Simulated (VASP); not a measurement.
Zr, 2 atoms in the cell. Symmetry: P6_3/mmc, No. 194, hexagonal system. The conventional cell has a = 3.239 Å, b = 3.239 Å, c = 5.172 Å, α = 90.00°, β = 90.00°, γ = 120.00°. Within 4.2 Å of Zr (site symmetry -6m2) lie 12 Zr at 3.19 to 3.24 Å. 

* Program: VASP 6.6.1
* Task: single point
* Functional: PBE
* Potentials or basis: VASP PAW PBE potentials, release 64 (Zr_sv)
* Cutoff: 500 eV
* k mesh: 5 × 7 × 4
* Occupations: gaussian, width 0.1 eV
* Spin: no spin polarisation
* Dipole correction: no
* Further INCAR settings: ALGO = Normal; EDIFF = 1e-06; NBANDS = 19; ISYM = 0

Potentials or basis: VASP PAW PBE potentials, release 64 (Zr_sv).

Run with:

```bash
$ cat potpaw_PBE.64/Zr_sv/POTCAR > POTCAR
$ mpirun -np 1 vasp_std > vasp.out
```

Hardware: 1 thread of Intel Xeon 8259CL (shared host).

**Question.** How long does it take, and how much memory?

**Answer.** Wall time 62 s on 1 thread of Intel Xeon 8259CL (shared host), peak memory 0.19 GiB. Counts: scf iterations 12, k points 71.
